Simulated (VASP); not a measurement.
Here is a VASP 6.6.1 calculation.

The input INCAR:

```
PREC = Accurate
ENCUT = 520
EDIFF = 1E-6
ISMEAR = 0
SIGMA = 0.01
LREAL = False
LASPH = True
NELM = 60
ALGO = Normal
ISIF = 2
LWAVE = False
LCHARG = False
GGA = PE
NBANDS = 26
```

Contents of KPOINTS:

```
regular mesh
0
Gamma
  6 6 2
```

File POSCAR:

```
CdS
1.0
    4.2478933084      0.0000000000      0.0000000000
   -2.1239466542      3.6787835176      0.0000000000
    0.0000000000      0.0000000000      6.9013306998
Cd S
2 2
Direct
    0.3333333333      0.6666666667     -0.0009631164
    0.6666666667      0.3333333333      0.4990368836
    0.3333333333      0.6666666667      0.3759631164
    0.6666666667      0.3333333333      0.8759631164
```

Potentials or basis: VASP PAW PBE potentials, release 64 (Cd, S).

Run with:

```console
$ cat potpaw_PBE.64/Cd/POTCAR potpaw_PBE.64/S/POTCAR > POTCAR
$ mpirun -np 1 vasp_std > vasp.out
```

Task: Predict the band gap on the k mesh.

Result: 1.03 eV.

Task: Estimate the pressure.

Result: -1.5 GPa.

Caveat: the k points lie up to 0.46 Å⁻¹ apart; the cell differs from its parent crystal (strain +2.0%).
